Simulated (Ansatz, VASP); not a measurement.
## Mg in VASP and in Ansatz

```
Mg
1.0
     4.93552    0.00000    0.00000
    -2.46776    4.27428    0.00000
     0.00000    0.00000    2.99374
Mg
3
Direct
  0.00000 0.00000 0.00000
  0.33333 0.66667 0.50000
  0.66667 0.33333 0.50000
```

Alike in both runs: task single point; functional revPBE; k mesh 8 × 8 × 11; occupations fermi-dirac, width 0.1 eV; no spin polarisation.

|  | VASP | Ansatz |
| --- | --- | --- |
| version | VASP 6.6.1 | Ansatz 0.2.0 |
| potentials or method | VASP PAW PBE potentials, release 64 (Mg), cutoff 600 eV | plane waves (420 eV) with PAW, scalar-relativistic |
| valence electrons in the cell | 6 | 30 |

Ansatz gave:

- pressure (GPa): 5.3

Task: Which values does VASP return?

Result: Pressure (GPa): 5.1.

VASP's potentials were made for PBE, not for revPBE. The functional is the same, so the differences come from potentials, cutoffs and numerics. VASP's potentials hold 6 valence electrons a cell and Ansatz's 30, so a difference there can come from the potentials and not from the codes.
